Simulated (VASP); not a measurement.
# CaF2 (Fm-3m) in VASP: a series of runs

CaF2 is run at these levels: r2SCAN; tasks: relaxation of cell and atoms, single point.

Program: VASP 6.6.1. These are calculated values, not measurements. Logs are shortened: lines on timing, memory, paths and dates and some standing lists are left out, and cuts for length are marked.

## Step 1: The cell of the first run

The structure is cubic, space group Fm-3m (No. 225). Conventional cell: a = 5.439 Å, b = 5.439 Å, c = 5.439 Å, α = 90.00°, β = 90.00°, γ = 90.00°. Ca (site symmetry m-3m) has 8 F at 2.36 Å within 3.1 Å. Within 3.1 Å of F (site symmetry -43m) lie 4 Ca at 2.36 Å and 6 F at 2.72 Å.

## Step 2: Relaxation of cell and atoms, r2SCAN, target pressure 7 GPa, at which the enthalpy is minimised

Contents of POSCAR:

```
CaF2
1.0
    0.0000000000      2.7194528021      2.7194528021
    2.7194528021      0.0000000000      2.7194528021
    2.7194528021      2.7194528021      0.0000000000
Ca F
1 2
Direct
    0.0000000000      0.0000000000      0.0000000000
    0.2500000000      0.2500000000      0.2500000000
    0.7500000000      0.7500000000      0.7500000000
```

Contents of INCAR.step1:

```
SYSTEM = CaF2
ALGO     = Normal         ! electronic algorithm
EDIFF    = 1E-5           ! SCF threshold, eV
EDIFFG   = -0.005         ! ionic threshold
ENCUT    = 660            ! plane-wave cutoff, eV
GGA      = PE             ! functional
GGA_COMPAT= .False.      
IBRION   = 2              ! ionic algorithm
ISIF     = 3              ! what is computed and relaxed
ISMEAR   = 0              ! smearing method
LASPH    = .True.         ! aspherical terms in the spheres
LCHARG   = .False.        ! write CHGCAR
LREAL    = .False.        ! projectors in reciprocal space
LWAVE    = .True.         ! write WAVECAR
NELM     = 120            ! most SCF steps
NELMIN   = 4            
NSW      = 100            ! ionic steps
PREC     = Accurate       ! precision mode
SIGMA    = 0.01           ! smearing width, eV
```

Contents of INCAR.step2:

```
SYSTEM = CaF2
ALGO     = Normal         ! electronic algorithm
EDIFF    = 1E-7           ! SCF threshold, eV
EDIFFG   = -0.002         ! ionic threshold
ENCUT    = 660            ! plane-wave cutoff, eV
GGA_COMPAT= .False.      
IBRION   = 2              ! ionic algorithm
ISIF     = 3              ! what is computed and relaxed
ISMEAR   = 0              ! smearing method
ISTART   = 1            
LASPH    = .True.         ! aspherical terms in the spheres
LCHARG   = .False.        ! write CHGCAR
LMIXTAU  = .True.       
LREAL    = .False.        ! projectors in reciprocal space
LWAVE    = .False.        ! write WAVECAR
METAGGA  = R2SCAN         ! meta-GGA
NELM     = 120            ! most SCF steps
NELMIN   = 4            
NSW      = 100            ! ionic steps
PREC     = Accurate       ! precision mode
PSTRESS  = 70.0         
SIGMA    = 0.01           ! smearing width, eV
```

Contents of KPOINTS:

```
k-points
0
Gamma
  8 8 8
  0 0 0
```

Potentials or basis: VASP PAW PBE potentials, release 64 (Ca_sv, F).

Command:

```
cat potpaw_PBE.64/Ca_sv/POTCAR potpaw_PBE.64/F/POTCAR > POTCAR
cp INCAR.step1 INCAR
mpirun -np 1 vasp_std > vasp.out
cp INCAR.step2 INCAR
mpirun -np 1 vasp_std > vasp.out
```

OUTCAR:

```text
SYSTEM = CaF2
   EDIFF = 1E-7
   EDIFFG = -0.002
   ENCUT = 660
   IBRION = 2
   ISIF = 3
   ISMEAR = 0
   ISTART = 1
   LASPH = .True.
   LREAL = .False.
   METAGGA = R2SCAN
   NELM = 120
   NELMIN = 4
   NSW = 100
   PREC = Accurate
   PSTRESS = 70.0

 ion  position               nearest neighbor table
   1  0.000  0.000  0.000-   3 2.36   3 2.36   3 2.36   2 2.36   3 2.36   2 2.36   2 2.36   2 2.36

   2  0.250  0.250  0.250-   1 2.36   1 2.36   1 2.36   1 2.36
   3  0.750  0.750  0.750-   1 2.36   1 2.36   1 2.36   1 2.36

  LATTYP: Found a face centered cubic cell.
 ALAT       =     5.4389056042

  Lattice vectors:

 A1 = (   0.0000000000,   2.7194528021,   2.7194528021)
 A2 = (   2.7194528021,   0.0000000000,   2.7194528021)
 A3 = (   2.7194528021,   2.7194528021,   0.0000000000)

Analysis of symmetry for initial positions (statically):
=====================================================================
 Subroutine PRICEL returns:
 Original cell was already a primitive cell.

 Routine SETGRP: Setting up the symmetry group for a
 face centered cubic supercell.

 Subroutine GETGRP returns: Found 48 space group operations
 (whereof 48 operations were pure point group operations)
 out of a pool of 48 trial point group operations.

The static configuration has the point symmetry O_h .

Analysis of symmetry for dynamics (positions and initial velocities):
=====================================================================
 Subroutine PRICEL returns:
 Original cell was already a primitive cell.

 Routine SETGRP: Setting up the symmetry group for a
 face centered cubic supercell.

 Subroutine GETGRP returns: Found 48 space group operations
 (whereof 48 operations were pure point group operations)
 out of a pool of 48 trial point group operations.

The dynamic configuration has the point symmetry O_h .

 Subroutine INISYM returns: Found 48 space group operations
 (whereof 48 operations are pure point group operations),
 and found     1 'primitive' translations

----------------------------------------------------------------------------------------

                                     Primitive cell

  volume of cell :      40.2230

  direct lattice vectors                    reciprocal lattice vectors
[... 94 lines left out ...]
   NFREE  =      1    steps in history (QN), initial steepest desc. (CG)
   ISIF   =      3    stress and relaxation
   ISYM   =      2    0-nonsym 1-usesym 2-fastsym
   POTIM  = 0.5000    time-step for ionic-motion
   TEBEG  =    0.0;   TEEND  =   0.0 temperature during run
   PSTRESS=   70.0 pullay stress
   NELECT =      24.0000    total number of electrons
   NUPDOWN=      -1.0000    fix difference up-down
   EMIN   =  10.00;   EMAX   =-10.00  energy-range for DOS
   EFERMI =   0.00;   METHOD = LEGACY
   ISMEAR =     0;   SIGMA  =   0.01  broadening in eV -4-tet -1-fermi 0-gaus
   EFERMI_NEDOS =   21; number of points for ismear=-14 and -15
   IALGO  =     38    algorithm
   IMIX   =      4    mixing-type and parameters
     AMIX     =   0.40;   BMIX     =  1.00
     AMIX_MAG =   1.60;   BMIX_MAG =  1.00
  volume/ion in A,a.u.               =      13.41        90.48
  Fermi-wavevector in a.u.,A,eV,Ry     =   1.378226  2.604469 25.844354  1.899506
  Thomas-Fermi vector in A             =   2.503307
   LORBIT       =      0    0 simple, 1 ext, 2 COOP (PROOUT), +10 PAW based schemes
   METAGGA = R2SCAN    functional components
   LHFCALC =     F    Hartree Fock is set to
   AEXX    =    0.0000 exact exchange contribution
   IVDW    =     0    specifies the selected vdW correction
   LEPSILON=     F    determine dielectric tensor
   LRPA    =     F    only Hartree local field effects (RPA)
 conjugate gradient relaxation of ions
 non-spin polarized calculation
 Gauss-broadening in eV      SIGMA  =   0.01
  energy-cutoff  :      660.00
  volume of cell :       40.22
 maximum number of plane-waves:      1572
   NGX = 17   NGY = 17   NGZ = 17

--------------------------------------- Ionic step        1  -------------------------------------------

 number of electron      23.9999986 magnetization

 Free energy of the ion-electron system (eV)
  ---------------------------------------------------
  ext. energy  EPLUGINS =         0.00000000
  ---------------------------------------------------
  free energy    TOTEN  =       -25.95878827 eV

  energy without entropy =      -25.95878827  energy(sigma->0) =      -25.95878827

------------------------ aborting loop because EDIFF is reached ----------------------------------------

  FORCE on cell =-STRESS in cart. coord.  units (eV):
  Direction    XX          YY          ZZ          XY          YZ          ZX
  --------------------------------------------------------------------------------------
  -------------------------------------------------------------------------------------
  Total        0.1068148      0.1068148      0.1068148      0.0000000      0.0000000      0.0000000
  in kB        4.2546839      4.2546839      4.2546839      0.0000000      0.0000000      0.0000000
  external PRESSURE =     -65.7453161 kB  Pullay stress =      70.0000000 kB
[... 65 lines left out ...]
--------------------------------------- Ionic step        3  -------------------------------------------

 number of electron      23.9999999 magnetization

 Free energy of the ion-electron system (eV)
  ---------------------------------------------------
  ext. energy  EPLUGINS =         0.00000000
  ---------------------------------------------------
  free energy    TOTEN  =       -25.90604665 eV

  energy without entropy =      -25.90604665  energy(sigma->0) =      -25.90604665

 E-fermi :  -1.0917     XC(G=0): -10.6473

 val. band max:       -1.1389028297   @ k =   0.5000   0.5000   0.0000
 cond. band min:       7.2626454465   @ k =   0.0000   0.0000   0.0000
 fundamental gap:      8.4015482762
 Fermi energy:        -1.0917126044

 k-point     1 :       0.0000    0.0000    0.0000
  band No.  band energies     occupation
      1     -38.0283      2.00000
      2     -22.3870      2.00000
      3     -21.5247      2.00000
      4     -18.0888      2.00000
      5     -18.0888      2.00000
      6     -18.0888      2.00000
[... 433 lines left out ...]
      3     -22.1785      2.00000
      4     -18.1813      2.00000
      5     -17.9515      2.00000
      6     -17.6971      2.00000
[... 8 lines left out ...]
     15      10.1170      0.00000
     16      10.5644      0.00000

 [... further k-points ...]

------------------------ aborting loop because EDIFF is reached ----------------------------------------

  FORCE on cell =-STRESS in cart. coord.  units (eV):
  Direction    XX          YY          ZZ          XY          YZ          ZX
  --------------------------------------------------------------------------------------
  -------------------------------------------------------------------------------------
  Total        1.6587530      1.6587530      1.6587530     -0.0000000      0.0000000     -0.0000000
  in kB       70.2493106     70.2493106     70.2493106     -0.0000000      0.0000000     -0.0000000
  external PRESSURE =       0.2493106 kB  Pullay stress =      70.0000000 kB
[... 22 lines left out ...]
  energy  without entropy=      -25.9060466483  energy(sigma->0) =      -25.90604665

  enthalpy is  TOTEN    =       -24.2531804542 eV   P V=        1.6528661941

 reached required accuracy - stopping structural energy minimisation
```

It took 8.1 min on 1 thread of Intel Xeon Platinum 8259CL at 2.50GHz (Skylake/Cascade Lake), shared host; peak memory 0.21 GiB.

Results:

| Item | Value |
| --- | --- |
| Free energy | -25.9060 eV |
| Relaxed volume | 12.61 Å³/atom |
| Relaxed cell | a = 3.768 Å, b = 3.768 Å, c = 3.768 Å, α = 60.00°, β = 60.00°, γ = 60.00° |
| Space group after relaxing (to 0.1 Å) | Fm-3m (No. 225) |
| Energy change on relaxing (the run minimises the enthalpy) | +17.6 meV/atom |
| Ionic steps | 3 |
| Pressure after relaxing | 7.0 GPa |
| Band gap on the k mesh | 8.40 eV (least direct gap 8.67 eV) |

Step by step:
```tsv
step	energy change (eV)	largest force (eV/Å)	pressure (GPa)	volume (Å³)
1	0.0000	0.0000	0.43	40.22
2	0.0901	0.0000	9.49	37.10
3	0.0527	0.0000	7.02	37.83
```

Final structure:
```
Ca F
1.0
     0.00000    2.66444    2.66444
     2.66444    0.00000    2.66444
     2.66444    2.66444    0.00000
Ca F
1 2
Direct
  0.00000 0.00000 0.00000
  0.25000 0.25000 0.25000
  0.75000 0.75000 0.75000
```

Caveat: the cell is relaxed towards a set pressure, so the run minimises the enthalpy, not the energy; the PAW data sets were made with another functional, which shifts forces and pressure a little. A k mesh can miss the band edges.

## Step 3: Relaxation of cell and atoms, r2SCAN, target pressure 10 GPa, at which the enthalpy is minimised

POSCAR is that of step 2.

Contents of INCAR.step1:

```
SYSTEM = CaF2
ALGO = Normal
EDIFF = 1E-5
EDIFFG = -0.005
ENCUT = 660
GGA = PE
GGA_COMPAT = .FALSE.
IBRION = 2
ISIF = 3
ISMEAR = 0
LASPH = .TRUE.
LCHARG = .FALSE.
LREAL = .FALSE.
LWAVE = .TRUE.
NELM = 120
NELMIN = 4
NSW = 100
PREC = Accurate
SIGMA = 0.01
```

Contents of INCAR.step2:

```
SYSTEM = CaF2
ALGO = Normal
EDIFF = 1E-7
EDIFFG = -0.002
ENCUT = 660
GGA_COMPAT = .FALSE.
IBRION = 2
ISIF = 3
ISMEAR = 0
ISTART = 1
LASPH = .TRUE.
LCHARG = .FALSE.
LMIXTAU = .TRUE.
LREAL = .FALSE.
LWAVE = .FALSE.
METAGGA = R2SCAN
NELM = 120
NELMIN = 4
NSW = 100
PREC = Accurate
PSTRESS = 100.0
SIGMA = 0.01
```

Contents of KPOINTS:

```
k-points
0
G
  8 8 8
  0 0 0
```

Potentials or basis: VASP PAW PBE potentials, release 64 (Ca_sv, F).

Command:

```
cat potpaw_PBE.64/Ca_sv/POTCAR potpaw_PBE.64/F/POTCAR > POTCAR
cp INCAR.step1 INCAR
mpirun -np 1 vasp_std > vasp.out
cp INCAR.step2 INCAR
mpirun -np 1 vasp_std > vasp.out
```

Wall time 7.6 min (1 thread of Intel Xeon Platinum 8259CL at 2.50GHz (Skylake/Cascade Lake), shared host); peak memory 0.21 GiB.

Results (log left out):

| Item | Value |
| --- | --- |
| Free energy | -25.8600 eV |
| Relaxed volume | 12.32 Å³/atom |
| Relaxed cell | a = 3.739 Å, b = 3.739 Å, c = 3.739 Å, α = 60.00°, β = 60.00°, γ = 60.00° |
| Space group after relaxing (to 0.1 Å) | Fm-3m (No. 225) |
| Energy change on relaxing (the run minimises the enthalpy) | +32.9 meV/atom |
| Ionic steps | 3 |
| Pressure after relaxing | 10.0 GPa |
| Band gap on the k mesh | 8.55 eV (least direct gap 8.82 eV) |

The path:
```tsv
step	energy change (eV)	largest force (eV/Å)	pressure (GPa)	volume (Å³)
1	0.0000	0.0000	0.43	40.22
2	0.1934	0.0000	14.91	35.74
3	0.0988	0.0000	10.03	36.96
```

Final structure:
```cif
data_structure
_symmetry_space_group_name_H-M 'P 1'
_symmetry_Int_Tables_number 1
_cell_length_a 3.7390
_cell_length_b 3.7390
_cell_length_c 3.7390
_cell_angle_alpha 60.000
_cell_angle_beta 60.000
_cell_angle_gamma 60.000
_cell_volume 36.96
loop_
_atom_site_label
_atom_site_type_symbol
_atom_site_fract_x
_atom_site_fract_y
_atom_site_fract_z
_atom_site_occupancy
Ca1 Ca 0.00000 0.00000 0.00000 1
F1 F 0.25000 0.25000 0.25000 1
F2 F 0.75000 0.75000 0.75000 1
```

Levels at points of the mesh, in eV from the valence-band top:
| k point | band 9 | band 10 | band 11 | band 12 | band 13 | band 14 | band 15 | band 16 |
| --- | --- | --- | --- | --- | --- | --- | --- | --- |
| (0.00, 0.00, 0.00) | -2.43 | -0.27 | -0.27 | -0.27 | 8.55 | 10.39 | 10.39 | 12.96 |
| (0.50, 0.00, 0.00) | -1.39 | -1.36 | -0.90 | -0.90 | 10.63 | 10.63 | 11.32 | 11.73 |
| (0.50, 0.50, 0.00) | -1.78 | -0.42 | -0.42 | 0.00 | 9.03 | 11.03 | 11.47 | 12.47 |

Caveat: the cell is relaxed towards a set pressure, so the run minimises the enthalpy, not the energy; the PAW data sets were made with another functional, which shifts forces and pressure a little. A k mesh can miss the band edges.

(Part 1 of 2 ends here.)
